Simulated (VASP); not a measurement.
The system is LiH.

```xyz
8
Lattice="4.0172 0.0000 0.0000 0.0000 4.0172 0.0000 0.0000 0.0000 4.0172" Properties=species:S:1:pos:R:3 pbc="T T T"
Li    3.4672    2.5586    1.4586
Li    2.5586    1.4586    3.4672
Li    1.4586    3.4672    2.5586
Li    0.5500    0.5500    0.5500
H     0.6375    1.3711    2.6461
H     1.3711    2.6461    0.6375
H     2.6461    0.6375    1.3711
H     3.3797    3.3797    3.3797
```

| Property | Result |
| --- | --- |
| Program | VASP 6.6.1 |
| Task | relaxation of cell and atoms |
| Functional | PBEsol |
| Potentials or basis | VASP PAW PBE potentials, release 64 (Li_sv, H) |
| Cutoff | 600 eV |
| k mesh | 6 × 6 × 6 |
| Occupations | fermi-dirac, width 0.03 eV |
| Spin | no spin polarisation |

At the start: pressure 0.1 GPa; volume 8.10 Å³/atom.

How do energy, volume and symmetry change on relaxing?

Over 16 steps the energy falls by 324.3 meV/atom and the volume is 7.87 Å³/atom (-2.9 %); space group P2_13 (No. 198, to 0.1 Å) before, Fm-3m (No. 225, to 0.1 Å).

The path:
```csv
step,energy change (eV),largest force (eV/Å),pressure (GPa),volume (Å³)
1,0.0000,0.6940,0.11,64.83
2,-0.1149,0.6801,0.04,64.88
3,-0.4519,0.6227,0.11,65.04
4,-1.0670,0.6098,1.06,65.35
5,-1.6233,0.9059,4.01,65.98
6,-1.7891,0.8170,2.58,67.54
7,-2.0315,0.4945,-0.83,71.85
8,-2.0399,0.4989,-1.51,72.89
9,-2.1408,0.4674,-1.65,71.68
10,-2.4030,0.3301,-1.68,68.16
11,-2.5745,0.1411,0.94,61.46
12,-2.5918,0.0527,-0.29,63.35
13,-2.5940,0.0231,-0.04,62.90
14,-2.5938,0.0264,0.07,62.71
15,-2.5942,0.0169,0.01,62.81
16,-2.5945,0.0051,-0.07,62.94
```

Final structure:
```cif
data_structure
_symmetry_space_group_name_H-M 'P 1'
_symmetry_Int_Tables_number 1
_cell_length_a 3.9779
_cell_length_b 3.9779
_cell_length_c 3.9779
_cell_angle_alpha 90.000
_cell_angle_beta 90.000
_cell_angle_gamma 90.000
_cell_volume 62.94
loop_
_atom_site_label
_atom_site_type_symbol
_atom_site_fract_x
_atom_site_fract_y
_atom_site_fract_z
_atom_site_occupancy
Li1 Li 0.75031 0.74969 0.25031 1
Li2 Li 0.74969 0.25031 0.75031 1
Li3 Li 0.25031 0.75031 0.74969 1
Li4 Li 0.24969 0.24969 0.24969 1
H1 H 0.24975 0.25025 0.74975 1
H2 H 0.25025 0.74975 0.24975 1
H3 H 0.74975 0.24975 0.25025 1
H4 H 0.75025 0.75025 0.75025 1
```

Caveat: the cutoff is under 1.25 times the usual one of these potentials, so pressure, stress and relaxed cells hold a basis-set (Pulay) error; the PAW data sets were made with another functional, which shifts forces and pressure a little.
